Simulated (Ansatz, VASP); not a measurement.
## C: VASP beside Ansatz

INCAR

```
PREC = Accurate
ENCUT = 520
EDIFF = 1E-6
ISMEAR = 0
SIGMA = 0.05
LREAL = F
LASPH = T
NELM = 100
ALGO = Normal
ISIF = 2
LWAVE = F
LCHARG = F
GGA = CA
NBANDS = 26
```

The input KPOINTS:

```
Automatic mesh
0
Gamma
  12 12 4
```

File POSCAR:

```
C
1.0
    2.5186290723      0.0000000000      0.0000000000
   -1.2593145361      2.1811967593      0.0000000000
    0.0000000000      0.0000000000      8.0228736867
C
8
Direct
    0.0000000000      0.0000000000      0.0856321665
    0.0000000000      0.0000000000      0.5856321665
    0.0000000000      0.0000000000      0.4143678335
    0.0000000000      0.0000000000      0.9143678335
    0.3333333333      0.6666666667      0.1612235000
    0.6666666667      0.3333333333      0.6612235000
    0.3333333333      0.6666666667      0.3387765000
    0.6666666667      0.3333333333      0.8387765000
```

Input for Ansatz:

```yaml
crystal:
  lattice:
    - [2.5186290723, 0.0, 0.0]
    - [-1.2593145361, 2.1811967593, 0.0]
    - [0.0, 0.0, 8.0228736867]
  atoms:
    - { symbol: C, position: [0.0, 0.0, 0.0856321665] }
    - { symbol: C, position: [0.0, 0.0, 0.5856321665] }
    - { symbol: C, position: [0.0, 0.0, 0.4143678335] }
    - { symbol: C, position: [0.0, 0.0, 0.9143678335] }
    - { symbol: C, position: [0.3333333333, 0.6666666667, 0.1612235] }
    - { symbol: C, position: [0.6666666667, 0.3333333333, 0.6612235] }
    - { symbol: C, position: [0.3333333333, 0.6666666667, 0.3387765] }
    - { symbol: C, position: [0.6666666667, 0.3333333333, 0.8387765] }
basis:
  ecutwfc: 520.0
kpoints:
  mp_grid: { grid: [12, 12, 4] }
hamiltonian:
  xc: lda
  pseudopotentials: { kind: paw, azcp: { folder: soft_1 } }
scf:
  occupations: { method: gaussian, width: 0.05 }
output:
  forces: true
  stress: true
  eigenvalues: true
```

Change from the starting cell: mode 21 frozen in at -0.060 Å, strain +e along z and -e/2 along x and y -0.0233.

Alike in both runs: task single point; functional LDA; k mesh 12 × 12 × 4; occupations gaussian, width 0.05 eV; no spin polarisation.

|  | VASP | Ansatz |
| --- | --- | --- |
| version | VASP 6.6.1 | Ansatz 0.2.0 |
| potentials or method | VASP PAW LDA potentials, release 64 (C), cutoff 520 eV | scalar-relativistic, plane waves, PAW |
| valence electrons in the cell | 32 | 32 |

Ansatz gave:

| Property | Result |
| --- | --- |
| gap on the k mesh at the Fermi level (eV) | 3.06 |
| least direct gap on the mesh (eV) | 3.06 |
| pressure (GPa) | 9.1 |
| traceless stress, the component that is largest in VASP (GPa) | 48.82 |
| rms of the force components (eV/Å) | 3.205 |

**Question.** Which values does VASP return?

**Answer.** gap on the k mesh at the Fermi level (eV): 3.06; least direct gap on the mesh (eV): 3.06; pressure (GPa): 10.7; traceless stress, the component that is largest in VASP (GPa): 49.34; rms of the force components (eV/Å): 3.219.

Ansatz warns that its potentials were made for another functional, while VASP's fit it. LDA's correlation is that of Perdew and Zunger in VASP and of Perdew and Wang (1992) in Ansatz. Atom by atom the forces differ by 0.014 eV/Å (rms over components).
